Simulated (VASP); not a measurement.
# Si2Ni (Fm-3m) in VASP: further runs, part 2 of 2

VASP 6.6.1.

## 3. Single point, PBE, collinear spin, ferromagnetic start (volume scaled by 0.945)

INCAR

```
SYSTEM = Si2Ni
ALGO = Normal ; EDIFF = 1E-6
ENCUT = 520 ; GGA = PE
ISIF = 2 ; ISMEAR = 0
ISPIN = 2 ; LASPH = .TRUE.
LCHARG = .FALSE. ; LMAXMIX = 4
LORBIT = 11 ; LREAL = .FALSE.
LWAVE = .FALSE. ; MAGMOM = 0 0 0.05
NBANDS = 20 ; NELM = 150
PREC = Accurate ; SIGMA = 0.05
```

KPOINTS

```
k-points
0
G
  12 12 12
  0 0 0
```

POSCAR

```
Si2Ni
1.0
    0.0000000000      2.6708135045      2.6708135045
    2.6708135045      0.0000000000      2.6708135045
    2.6708135045      2.6708135045      0.0000000000
Si Ni
2 1
Direct
    0.2500000000      0.2500000000      0.2500000000
    0.7500000000      0.7500000000      0.7500000000
    0.0000000000      0.0000000000      0.0000000000
```

Potentials or basis: VASP PAW PBE potentials, release 64 (Si, Ni).

Started as:

```
$ cat potpaw_PBE.64/Si/POTCAR potpaw_PBE.64/Ni/POTCAR > POTCAR
$ mpirun -np 1 vasp_std > vasp.out
```

OUTCAR:

```text
SYSTEM = Si2Ni
   EDIFF = 1E-6
   ENCUT = 520
   GGA = PE
   ISIF = 2
   ISMEAR = 0
   ISPIN = 2
   LASPH = .TRUE.
   LORBIT = 11
   LREAL = .FALSE.
   NELM = 150
   PREC = Accurate

 ion  position               nearest neighbor table
   1  0.250  0.250  0.250-   3 2.31   3 2.31   3 2.31   3 2.31   2 2.67   2 2.67   2 2.67   2 2.67
                             2 2.67   2 2.67
   2  0.750  0.750  0.750-   3 2.31   3 2.31   3 2.31   3 2.31   1 2.67   1 2.67   1 2.67   1 2.67
                             1 2.67   1 2.67
   3  0.000  0.000  0.000-   2 2.31   2 2.31   2 2.31   1 2.31   2 2.31   1 2.31   1 2.31   1 2.31

  LATTYP: Found a face centered cubic cell.
 ALAT       =     5.3416270090

  Lattice vectors:

 A1 = (   0.0000000000,   2.6708135045,   2.6708135045)
 A2 = (   2.6708135045,   0.0000000000,   2.6708135045)
 A3 = (   2.6708135045,   2.6708135045,   0.0000000000)

Analysis of symmetry for initial positions (statically):
=====================================================================
 Subroutine PRICEL returns:
 Original cell was already a primitive cell.

 Routine SETGRP: Setting up the symmetry group for a
 face centered cubic supercell.

 Subroutine GETGRP returns: Found 48 space group operations
[... 9 lines left out ...]

 Routine SETGRP: Setting up the symmetry group for a
 face centered cubic supercell.

 Subroutine GETGRP returns: Found 48 space group operations
 (whereof 48 operations were pure point group operations)
 out of a pool of 48 trial point group operations.

The dynamic configuration has the point symmetry O_h .

Analysis of structural, dynamic, and magnetic symmetry:
=====================================================================
 Subroutine PRICEL returns:
 Original cell was already a primitive cell.

 Routine SETGRP: Setting up the symmetry group for a
 face centered cubic supercell.

 Subroutine GETGRP returns: Found 48 space group operations
 (whereof 48 operations were pure point group operations)
 out of a pool of 48 trial point group operations.

[... 148 lines left out ...]
  free energy    TOTEN  =       -17.30529957 eV

  energy without entropy =      -17.30400804  energy(sigma->0) =      -17.30465380

 E-fermi :  11.0022     XC(G=0): -11.7526

 val. band max:       10.9971213800   @ k =  -0.4167   0.4167   0.0000
 cond. band min:      11.0203380562   @ k =   0.1667   0.1667   0.0000
 fundamental gap:      0.0232166762
 Fermi energy:        11.0021533660

 spin component 1

 k-point     1 :       0.0000    0.0000    0.0000
  band No.  band energies     occupation
      1      -3.2059      1.00000
      2       5.5464      1.00000
      3       5.5464      1.00000
      4       5.5464      1.00000
      5       7.2724      1.00000
      6       7.2724      1.00000
[... 541 lines left out ...]
     19      24.6679      0.00000
     20      25.1914      0.00000

 [... further k-points ...]

 spin component 2

 k-point     1 :       0.0000    0.0000    0.0000
  band No.  band energies     occupation
      1      -3.2059      1.00000
      2       5.5464      1.00000
      3       5.5464      1.00000
      4       5.5464      1.00000
      5       7.2724      1.00000
      6       7.2724      1.00000
[... 541 lines left out ...]
     19      24.6679      0.00000
     20      25.1914      0.00000

 [... further k-points ...]

------------------------ aborting loop because EDIFF is reached ----------------------------------------

  FORCE on cell =-STRESS in cart. coord.  units (eV):
  Direction    XX          YY          ZZ          XY          YZ          ZX
  --------------------------------------------------------------------------------------
  -------------------------------------------------------------------------------------
  Total        2.2084409      2.2084409      2.2084409     -0.0000000      0.0000000     -0.0000000
  in kB       92.8614946     92.8614946     92.8614946     -0.0000000      0.0000000     -0.0000000
  external PRESSURE =      92.8614946 kB  Pullay stress =       0.0000000 kB

 VOLUME and BASIS-vectors are now :
 -----------------------------------------------------------------------------
  energy-cutoff  :      520.00
  volume of cell :       38.10
      direct lattice vectors                 reciprocal lattice vectors
     0.000000000  2.670813504  2.670813504    -0.187208878  0.187208878  0.187208878
     2.670813504  0.000000000  2.670813504     0.187208878 -0.187208878  0.187208878
     2.670813504  2.670813504  0.000000000     0.187208878  0.187208878 -0.187208878

 POSITION                                       TOTAL-FORCE (eV/Angst)
 -----------------------------------------------------------------------------------
      1.33541      1.33541      1.33541         0.000000      0.000000     -0.000000
      4.00622      4.00622      4.00622        -0.000000     -0.000000      0.000000
      0.00000      0.00000      0.00000        -0.000000     -0.000000     -0.000000
 -----------------------------------------------------------------------------------
    total drift:                               -0.000000     -0.000000      0.000000

  FREE ENERGIE OF THE ION-ELECTRON SYSTEM (eV)
  ---------------------------------------------------
  free  energy   TOTEN  =       -17.3052995676 eV

  energy  without entropy=      -17.3040080377  energy(sigma->0) =      -17.30465380

 total charge

# of ion       s       p       d       tot
------------------------------------------
    1        0.734   0.871   0.000   1.605
    2        0.734   0.871   0.000   1.605
    3        0.578   0.857   8.469   9.904
--------------------------------------------------
tot          2.046   2.600   8.469  13.114

 magnetization (x)

# of ion       s       p       d       tot
------------------------------------------
    1       -0.000   0.000   0.000   0.000
    2       -0.000   0.000   0.000   0.000
    3       -0.000  -0.000   0.000   0.000
--------------------------------------------------
tot         -0.000   0.000   0.000   0.000
```

OSZICAR:

```text
N       E                     dE             d eps       ncg     rms          rms(c)
DAV:   1     0.741139340884E+02    0.74114E+02   -0.71729E+03  5816   0.901E+02
DAV:   2    -0.142963043489E+02   -0.88410E+02   -0.79053E+02  6028   0.201E+02
DAV:   3    -0.193096802600E+02   -0.50134E+01   -0.48955E+01  6948   0.493E+01
DAV:   4    -0.193861544962E+02   -0.76474E-01   -0.76349E-01  6736   0.553E+00
DAV:   5    -0.193877435240E+02   -0.15890E-02   -0.15889E-02  6876   0.870E-01    0.168E+01
DAV:   6    -0.238156475965E+02   -0.44279E+01   -0.30188E+01  6484   0.119E+02    0.241E+01
DAV:   7    -0.174325157516E+02    0.63831E+01   -0.89036E+00  7276   0.733E+01    0.350E+00
DAV:   8    -0.173549622679E+02    0.77553E-01   -0.10220E+00  7720   0.150E+01    0.273E+00
DAV:   9    -0.173065495774E+02    0.48413E-01   -0.20241E-01  7016   0.748E+00    0.652E-01
DAV:  10    -0.173051239690E+02    0.14256E-02   -0.78020E-03  8376   0.135E+00    0.307E-01
DAV:  11    -0.173053105410E+02   -0.18657E-03   -0.76472E-04  6468   0.164E-01    0.641E-02
DAV:  12    -0.173052952206E+02    0.15320E-04   -0.56763E-05  7660   0.140E-01    0.215E-02
DAV:  13    -0.173052988910E+02   -0.36704E-05   -0.93250E-06  7168   0.234E-02    0.116E-02
DAV:  14    -0.173052995676E+02   -0.67657E-06   -0.28722E-06  6544   0.132E-02
   1 F= -.17305300E+02 E0= -.17304654E+02  d E =-.129153E-02  mag=     0.0000
```

stdout:

```text
POSCAR found type information on POSCAR SiNi
 POSCAR found :  2 types and       3 ions
 scaLAPACK will be used
 LDA part: xc-table for (Slater+PW92), standard interpolation
 POSCAR, INCAR and KPOINTS ok, starting setup
 FFT: planning ... GRIDC
 FFT: planning ... GRID_SOFT
 FFT: planning ... GRID
 WAVECAR not read
 entering main loop
```

It took 93 s on 1 thread of Intel Xeon 6975P-C, shared host; peak memory 0.22 GiB.

Results:

```yaml
Free_energy: -17.3053 eV
Pressure: 9.3 GPa
Band_gap_on_the_k_mesh: zero (filled and empty bands overlap)
Net_moment: 0.00 μB per cell
Valence_electrons_inside_the_program's_atomic_spheres: Si 1.60; Ni 9.90
```

Levels at points of the mesh, in eV from the Fermi level:
Spin up:
| k point | band 5 | band 6 | band 7 | band 8 | band 9 | band 10 | band 11 | band 12 | band 13 | band 14 |
| --- | --- | --- | --- | --- | --- | --- | --- | --- | --- | --- |
| (0.00, 0.00, 0.00) | -3.73 | -3.73 | -0.02 | 1.73 | 1.73 | 1.73 | 2.21 | 2.21 | 2.21 | 4.80 |
| (0.50, 0.00, 0.00) | -3.90 | -3.53 | -3.53 | -1.55 | -1.55 | 1.81 | 1.81 | 1.84 | 2.82 | 9.30 |
| (0.50, 0.50, 0.00) | -4.71 | -3.81 | -3.81 | -3.63 | -3.30 | -0.39 | 1.33 | 7.70 | 8.59 | 8.59 |
Spin down:
```tsv
k point	band 7	band 8	band 9	band 10	band 11	band 12
(0.00, 0.00, 0.00)	-0.02	1.73	1.73	1.73	2.21	2.21
(0.50, 0.00, 0.00)	-3.53	-1.55	-1.55	1.81	1.81	1.84
(0.50, 0.50, 0.00)	-3.81	-3.63	-3.30	-0.39	1.33	7.70
```

## 4. Single point, PBE, collinear spin, ferromagnetic start (volume scaled by 0.960)

INCAR

```
PREC     = Accurate       # precision mode
ENCUT    = 520            # plane-wave cutoff, eV
EDIFF    = 1E-7           # SCF threshold, eV
ISMEAR   = 0              # smearing method
SIGMA    = 0.05           # smearing width, eV
LREAL    = F              # projectors in reciprocal space
LASPH    = T              # aspherical terms in the spheres
NELM     = 150            # most SCF steps
ALGO     = Normal         # electronic algorithm
ISIF     = 2              # what is computed and relaxed
LWAVE    = F              # write WAVECAR
LCHARG   = F              # write CHGCAR
ISPIN    = 2              # spin polarisation
MAGMOM   = 0 0 0.05       # initial moments
LORBIT   = 11             # projections on sites
LMAXMIX  = 4              # l up to which the mixer works
GGA      = PE             # functional
NBANDS   = 20             # bands
```

KPOINTS

```
Automatic mesh
0
Gamma
  12 12 12
```

POSCAR

```
Si2Ni
1.0
    0.0000000000      2.6848706766      2.6848706766
    2.6848706766      0.0000000000      2.6848706766
    2.6848706766      2.6848706766      0.0000000000
Si Ni
2 1
Direct
    0.2500000000      0.2500000000      0.2500000000
    0.7500000000      0.7500000000      0.7500000000
    0.0000000000      0.0000000000      0.0000000000
```

Started as:

```
$ cat potpaw_PBE.64/Si/POTCAR potpaw_PBE.64/Ni/POTCAR > POTCAR
$ mpirun -np 1 vasp_std > vasp.out
```

Run time: 91 s. Hardware: 1 thread of Intel Xeon 6975P-C, shared host; peak memory 0.23 GiB.

It converged, with:

```
Free energy                                           : -17.3349 eV
Pressure                                              : 6.4 GPa
Band gap on the k mesh                                : zero (filled and empty bands overlap)
Net moment                                            : 0.00 μB per cell
Valence electrons inside the program's atomic spheres : Si 1.60; Ni 9.86
```

Levels at points of the mesh, in eV from the Fermi level:
Spin up:
| k point | band 6 | band 7 | band 8 | band 9 | band 10 | band 11 | band 12 | band 13 |
| --- | --- | --- | --- | --- | --- | --- | --- | --- |
| (0.00, 0.00, 0.00) | -3.63 | -0.14 | 1.72 | 1.72 | 1.72 | 2.25 | 2.25 | 2.25 |
| (0.50, 0.00, 0.00) | -3.43 | -3.43 | -1.50 | -1.50 | 1.81 | 1.81 | 1.82 | 2.73 |
| (0.50, 0.50, 0.00) | -3.71 | -3.71 | -3.54 | -3.21 | -0.40 | 1.37 | 7.72 | 8.47 |
Spin down:
| k point | band 6 | band 7 | band 8 | band 9 | band 10 | band 11 | band 12 | band 13 |
| --- | --- | --- | --- | --- | --- | --- | --- | --- |
| (0.00, 0.00, 0.00) | -3.63 | -0.14 | 1.72 | 1.72 | 1.72 | 2.25 | 2.25 | 2.25 |
| (0.50, 0.00, 0.00) | -3.43 | -3.43 | -1.50 | -1.50 | 1.81 | 1.81 | 1.82 | 2.73 |
| (0.50, 0.50, 0.00) | -3.71 | -3.71 | -3.54 | -3.21 | -0.40 | 1.37 | 7.72 | 8.47 |

## 5. Overview

```csv
spin,cell,gap on the mesh (eV),pressure (GPa),moment (μB)
off,"a = 3.849 Å, angles 60.0°, 3 atoms",none,-0.1,-
"collinear, ferromagnetic start","a = 3.777 Å, angles 60.0°, 3 atoms",none,9.3,0.00
"collinear, ferromagnetic start","a = 3.797 Å, angles 60.0°, 3 atoms",none,6.4,0.00
```

Alike in all rows: task single point; level PBE; potentials or basis VASP PAW PBE potentials, release 64 (Si, Ni); k mesh 12 × 12 × 12; cutoff (eV) 520; smearing gaussian 0.05 eV.

Absolute energies hang on the potentials; compare differences alone.
